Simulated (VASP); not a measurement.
# TaN (P6/mmm) in VASP: single point with PBEsol

Aim: the single point of TaN with PBEsol.

All numbers are computed with VASP 6.6.1; they aren't measurements. Logs are shortened: lines on timing, memory, paths and dates and some standing lists are left out, and cuts for length are marked.

## (1) The cell of the first run

The structure is hexagonal, space group P6/mmm (No. 191). The conventional cell has a = 5.205 Å, b = 5.205 Å, c = 2.904 Å, α = 90.00°, β = 90.00°, γ = 120.00°. Within 3.4 Å of Ta (site symmetry 6/mmm) lie 6 N at 2.60 Å and 14 Ta at 2.90 to 3.34 Å. Within 3.1 Å of Ta (site symmetry -6m2) lie 6 N at 2.09 Å and 5 Ta at 2.90 to 3.00 Å. Within 3.0 Å of N (site symmetry mmm) lie 6 Ta at 2.09 to 2.60 Å and 6 N at 2.60 to 2.90 Å.

## (2) Single point, PBEsol

POSCAR

```
TaN
1.0
    5.2047899064      0.0000000000      0.0000000000
   -2.6023949532      4.5074802803      0.0000000000
    0.0000000000      0.0000000000      2.9035793999
Ta N
3 3
Direct
    0.0000000000      0.0000000000      0.0000000000
    0.3333333333      0.6666666667      0.5000000000
    0.6666666667      0.3333333333      0.5000000000
    0.5000000000      0.0000000000      0.0000000000
    0.5000000000      0.5000000000      0.0000000000
    0.0000000000      0.5000000000      0.0000000000
```

INCAR.step1

```
SYSTEM = TaN
  PREC = Accurate
  ENCUT = 520
  EDIFF = 1E-6
  ISMEAR = 0
  SIGMA = 0.1
  LREAL = .FALSE.
  LASPH = .TRUE.
  NELM = 120
  ALGO = Normal
  ISIF = 2
  LWAVE = .FALSE.
  LCHARG = .TRUE.
  LMAXMIX = 4
  GGA = PS
  NBANDS = 33
  GGA_COMPAT = .FALSE.
  NEDOS = 2001
  LORBIT = 11
```

KPOINTS.step1

```
Automatic mesh
0
G
  12 12 12
  0 0 0
```

INCAR.step2

```
SYSTEM = TaN
  PREC = Accurate
  ENCUT = 520
  EDIFF = 1E-6
  ISMEAR = -5
  SIGMA = 0.1
  LREAL = .FALSE.
  LASPH = .TRUE.
  NELM = 120
  ALGO = Normal
  ISIF = 2
  LWAVE = .FALSE.
  LCHARG = .FALSE.
  LMAXMIX = 4
  GGA = PS
  LORBIT = 10
  NEDOS = 1001
  ICHARG = 11
  GGA_COMPAT = .FALSE.
```

KPOINTS.step2

```
Automatic mesh
0
G
  18 18 18
  0 0 0
```

Potentials or basis: VASP PAW PBE potentials, release 64 (Ta_pv, N).

Command:

```console
$ cat potpaw_PBE.64/Ta_pv/POTCAR potpaw_PBE.64/N/POTCAR > POTCAR
$ cp INCAR.step1 INCAR
$ cp KPOINTS.step1 KPOINTS
$ mpirun -np 1 vasp_std > vasp.out
$ cp INCAR.step2 INCAR
$ cp KPOINTS.step2 KPOINTS
$ mpirun -np 1 vasp_std > vasp.out
```

OUTCAR:

```text
SYSTEM = TaN
   PREC = Accurate
   ENCUT = 520
   EDIFF = 1E-6
   ISMEAR = -5
   LREAL = .FALSE.
   LASPH = .TRUE.
   NELM = 120
   ISIF = 2
   GGA = PS
   LORBIT = 10
   ICHARG = 11

 ion  position               nearest neighbor table
   1  0.000  0.000  0.000-   5 2.60   6 2.60   6 2.60   5 2.60   4 2.60   4 2.60   3 3.34   3 3.34
                             2 3.34   2 3.34   2 3.34   3 3.34   2 3.34   3 3.34   2 3.34   3 3.34
   2  0.333  0.667  0.500-   4 2.09   4 2.09   6 2.09   6 2.09   5 2.09   5 2.09   3 3.00   3 3.00
                             3 3.00   1 3.34   1 3.34   1 3.34   1 3.34   1 3.34   1 3.34
   3  0.667  0.333  0.500-   4 2.09   4 2.09   6 2.09   6 2.09   5 2.09   5 2.09   2 3.00   2 3.00
                             2 3.00   1 3.34   1 3.34   1 3.34   1 3.34   1 3.34   1 3.34
   4  0.500  0.000  0.000-   2 2.09   3 2.09   2 2.09   3 2.09   1 2.60   1 2.60
   5  0.500  0.500  0.000-   2 2.09   3 2.09   2 2.09   3 2.09   1 2.60   1 2.60
   6  0.000  0.500  0.000-   2 2.09   3 2.09   2 2.09   3 2.09   1 2.60   1 2.60

  LATTYP: Found a hexagonal cell.
 ALAT       =     5.2047899064
 C/A-ratio  =     0.5578667827

  Lattice vectors:

 A1 = (   5.2047899064,   0.0000000000,   0.0000000000)
 A2 = (  -2.6023949532,   4.5074802803,   0.0000000000)
 A3 = (   0.0000000000,   0.0000000000,   2.9035793999)

Analysis of symmetry for initial positions (statically):
=====================================================================
 Subroutine PRICEL returns:
 Original cell was already a primitive cell.

 Routine SETGRP: Setting up the symmetry group for a
 hexagonal supercell.

 Subroutine GETGRP returns: Found 24 space group operations
 (whereof 24 operations were pure point group operations)
 out of a pool of 24 trial point group operations.

The static configuration has the point symmetry D_6h.

Analysis of symmetry for dynamics (positions and initial velocities):
=====================================================================
 Subroutine PRICEL returns:
 Original cell was already a primitive cell.

 Routine SETGRP: Setting up the symmetry group for a
 hexagonal supercell.

 Subroutine GETGRP returns: Found 24 space group operations
 (whereof 24 operations were pure point group operations)
 out of a pool of 24 trial point group operations.

The dynamic configuration has the point symmetry D_6h.

 Subroutine INISYM returns: Found 24 space group operations
 (whereof 24 operations are pure point group operations),
 and found     1 'primitive' translations

----------------------------------------------------------------------------------------

                                     Primitive cell

  volume of cell :      68.1194

  direct lattice vectors                    reciprocal lattice vectors
     5.204789906  0.000000000  0.000000000     0.192130714  0.110926719  0.000000000
    -2.602394953  4.507480280  0.000000000     0.000000000  0.221853439  0.000000000
     0.000000000  0.000000000  2.903579400     0.000000000  0.000000000  0.344402499

  length of vectors
     5.204789906  5.204789906  2.903579400     0.221853439  0.221853439  0.344402499

  position of ions in fractional coordinates (direct lattice)
     0.000000000  0.000000000  0.000000000
     0.333333333  0.666666667  0.500000000
     0.666666667  0.333333333  0.500000000
     0.500000000  0.000000000  0.000000000
     0.500000000  0.500000000  0.000000000
     0.000000000  0.500000000  0.000000000

  ion indices of the primitive-cell ions
   primitive index   ion index
                 1           1
                 2           2
                 3           3
                 4           4
                 5           5
                 6           6

----------------------------------------------------------------------------------------

 KPOINTS: Automatic mesh

Automatic generation of k-mesh.
 Grid dimensions read from file:
 generate k-points for:   18   18   18

 Generating k-lattice:

  Cartesian coordinates                     Fractional coordinates (reciprocal lattice)
     0.010673929  0.006162596  0.000000000     0.055555556 -0.000000000  0.000000000
     0.000000000  0.012325191  0.000000000     0.000000000  0.055555556  0.000000000
     0.000000000  0.000000000  0.019133472     0.000000000  0.000000000  0.055555556

  Length of vectors
     0.012325191  0.012325191  0.019133472

  Shift w.r.t. Gamma in fractional coordinates (k-lattice)
     0.000000000  0.000000000  0.000000000

 TETIRR: Found   5931 inequivalent tetrahedra from    34992

 Subroutine IBZKPT returns following result:
 ===========================================

 Found    370 irreducible k-points:

 Following reciprocal coordinates:
            Coordinates               Weight
  0.000000  0.000000  0.000000      1.000000
  0.055556  0.000000  0.000000      6.000000
  0.111111  0.000000  0.000000      6.000000
  0.166667  0.000000  0.000000      6.000000
  0.222222  0.000000  0.000000      6.000000
  0.277778  0.000000  0.000000      6.000000
[... 16 lines left out ...]
  0.333333  0.111111  0.000000     12.000000
  0.388889  0.111111  0.000000     12.000000
 [... further k-points ...]
   k-points           NKPTS =    370   k-points in BZ     NKDIM =    370   number of bands    NBANDS=     28
   number of dos      NEDOS =   1001   number of ions     NIONS =      6
   total plane-waves  NPLWV =  38400
   dimension x,y,z NGX =    40 NGY =   40 NGZ =   24
   dimension x,y,z NGXF=    80 NGYF=   80 NGZF=   48
   ions per type =               3   3
   NGX,Y,Z   is equivalent  to a cutoff of  12.78, 12.78, 13.74 a.u.
   NGXF,Y,Z  is equivalent  to a cutoff of  25.55, 25.55, 27.48 a.u.
 SYSTEM =  TaN
   PREC   = accura    normal or accurate (medium, high low for compatibility)
   ISTART =      0    job   : 0-new  1-cont  2-samecut
   ICHARG =     11    charge: 1-file 2-atom 10-const
   ISPIN  =      1    spin polarized calculation?
   LNONCOLLINEAR =      F non collinear calculations
   LSORBIT =      F    spin-orbit coupling
   LASPH  =      T    aspherical Exc in radial PAW
   ENCUT  =  520.0 eV  38.22 Ry    6.18 a.u.   9.68  9.68  5.40*2*pi/ulx,y,z
   NELM   =    120;   NELMIN=  2; NELMDL=  0     # of ELM steps
   EDIFF  = 0.1E-05   stopping-criterion for ELM
   LREAL  =      F    real-space projection
   EDIFFG = 0.1E-04   stopping-criterion for IOM
   NSW    =      0    number of steps for IOM
   IBRION =     -1    ionic relax: 0-MD 1-quasi-New 2-CG
   NFREE  =      0    steps in history (QN), initial steepest desc. (CG)
   ISIF   =      2    stress and relaxation
   ISYM   =      2    0-nonsym 1-usesym 2-fastsym
   POTIM  = 0.5000    time-step for ionic-motion
   TEBEG  =    0.0;   TEEND  =   0.0 temperature during run
   PSTRESS=    0.0 pullay stress
   NELECT =      48.0000    total number of electrons
   NUPDOWN=      -1.0000    fix difference up-down
   EMIN   =  10.00;   EMAX   =-10.00  energy-range for DOS
   EFERMI =   0.00;   METHOD = LEGACY
   ISMEAR =    -5;   SIGMA  =   0.10  broadening in eV -4-tet -1-fermi 0-gaus
   EFERMI_NEDOS =   21; number of points for ismear=-14 and -15
   IALGO  =     38    algorithm
   IMIX   =      4    mixing-type and parameters
     AMIX     =   0.40;   BMIX     =  1.00
     AMIX_MAG =   1.60;   BMIX_MAG =  1.00
  volume/ion in A,a.u.               =      11.35        76.62
  Fermi-wavevector in a.u.,A,eV,Ry     =   1.456795  2.752943 28.874972  2.122251
  Thomas-Fermi vector in A             =   2.573671
   LORBIT       =     10    0 simple, 1 ext, 2 COOP (PROOUT), +10 PAW based schemes
   GGA     = PS    functional components
   LHFCALC =     F    Hartree Fock is set to
   AEXX    =    0.0000 exact exchange contribution
   IVDW    =     0    specifies the selected vdW correction
   LEPSILON=     F    determine dielectric tensor
   LRPA    =     F    only Hartree local field effects (RPA)
 non-spin polarized calculation
 Fermi weights with tetrahedron method with Bloechl corrections
  energy-cutoff  :      520.00
  volume of cell :       68.12
 maximum number of plane-waves:      1858
 NGX is ok and might be reduce to    40

 number of electron      47.9999998 magnetization

 Free energy of the ion-electron system (eV)
  ---------------------------------------------------
  ext. energy  EPLUGINS =         0.00000000
  ---------------------------------------------------
  free energy    TOTEN  =       -68.70331357 eV

  energy without entropy =      -68.70331357  energy(sigma->0) =      -68.70331357

 E-fermi :   7.9925     XC(G=0): -13.1725

 val. band max:        8.0258881483   @ k =   0.2222   0.0000   0.3889
 cond. band min:       7.8781803387   @ k =   0.0556   0.0000   0.2222
 fundamental gap:     -0.1477078096
 Fermi energy:         7.9924578834

 k-point     1 :       0.0000    0.0000    0.0000
  band No.  band energies     occupation
      1     -28.1371      2.00000
      2     -28.1371      2.00000
      3     -27.7542      2.00000
      4     -27.7542      2.00000
      5     -27.5247      2.00000
      6     -27.4277      2.00000
[... 20 lines left out ...]
     27       8.8292      0.00000
     28       9.1499      0.00000

 k-point     2 :       0.0556    0.0000    0.0000
  band No.  band energies     occupation
      1     -28.1396      2.00000
      2     -28.1361      2.00000
      3     -27.7515      2.00000
      4     -27.7508      2.00000
      5     -27.5238      2.00000
      6     -27.4319      2.00000
[... 674 lines left out ...]
 k-point    24 :       0.3889    0.1111    0.0000
  band No.  band energies     occupation
      1     -28.1989      2.00000
      2     -28.0264      2.00000
      3     -27.8337      2.00000
      4     -27.6431      2.00000
      5     -27.4844      2.00000
      6     -27.4794      2.00000
[... 20 lines left out ...]
     27      10.0723      0.00000
     28      10.3395      0.00000

 [... further k-points ...]

------------------------ aborting loop because EDIFF is reached ----------------------------------------

  FORCE on cell =-STRESS in cart. coord.  units (eV):
  Direction    XX          YY          ZZ          XY          YZ          ZX
  --------------------------------------------------------------------------------------
  -------------------------------------------------------------------------------------
  Total        0.3014277      0.3014277      0.5278659      0.0000000      0.0000000      0.0000000
  in kB        7.0896212      7.0896212     12.4154785      0.0000000      0.0000000      0.0000000
  external PRESSURE =       8.8649069 kB  Pullay stress =       0.0000000 kB

 VOLUME and BASIS-vectors are now :
 -----------------------------------------------------------------------------
  energy-cutoff  :      520.00
  volume of cell :       68.12
      direct lattice vectors                 reciprocal lattice vectors
     5.204789906  0.000000000  0.000000000     0.192130714  0.110926719  0.000000000
    -2.602394953  4.507480280  0.000000000     0.000000000  0.221853439  0.000000000
     0.000000000  0.000000000  2.903579400     0.000000000  0.000000000  0.344402499

 POSITION                                       TOTAL-FORCE (eV/Angst)
 -----------------------------------------------------------------------------------
      0.00000      0.00000      0.00000        -0.000000      0.000000      0.000000
     -0.00000      3.00499      1.45179        -0.000000      0.000000     -0.000000
      2.60239      1.50249      1.45179         0.000000     -0.000000      0.000000
      2.60239      0.00000      0.00000        -0.000000      0.000000      0.000000
      1.30120      2.25374      0.00000        -0.000000      0.000000      0.000000
     -1.30120      2.25374      0.00000        -0.000000      0.000000      0.000000
 -----------------------------------------------------------------------------------
    total drift:                               -0.000000      0.000000     -0.000000

  FREE ENERGIE OF THE ION-ELECTRON SYSTEM (eV)
  ---------------------------------------------------
  free  energy   TOTEN  =       -68.7033135688 eV

  energy  without entropy=      -68.7033135688  energy(sigma->0) =      -68.70331357

 total charge

# of ion       s       p       d       tot
------------------------------------------
    1        0.270   6.113   2.251   8.634
    2        0.322   6.311   2.430   9.063
    3        0.322   6.311   2.430   9.063
    4        1.243   2.545   0.000   3.788
    5        1.243   2.545   0.000   3.788
    6        1.243   2.545   0.000   3.788
--------------------------------------------------
tot          4.644  26.370   7.110  38.125
```

Run time: 18 min. Hardware: 1 thread of Intel Xeon 8259CL, shared host; peak memory 0.62 GiB.

What came out:

```yaml
Valence_electrons_inside_the_program's_atomic_spheres: Ta 8.63, 9.06 (each value once); N 3.79
```

Levels at points of the mesh, in eV from the Fermi level:
```tsv
k point	band 21	band 22	band 23	band 24	band 25	band 26	band 27	band 28
(0.00, 0.00, 0.00)	-3.02	-2.50	-2.11	-1.28	-1.28	0.84	0.84	1.16
(0.50, 0.00, 0.00)	-3.41	-2.92	-1.71	-0.72	1.30	1.83	1.86	2.41
(0.00, 0.00, 0.50)	-3.11	-3.11	-1.91	0.86	0.86	1.54	1.71	2.50
(0.50, 0.00, 0.50)	-3.38	-3.11	-2.13	-1.23	1.04	1.35	3.11	3.58
```

Caveat: the PAW data sets were made with another functional, which shifts forces and pressure a little; spin-orbit coupling is left out, which moves the levels of the heavy elements.
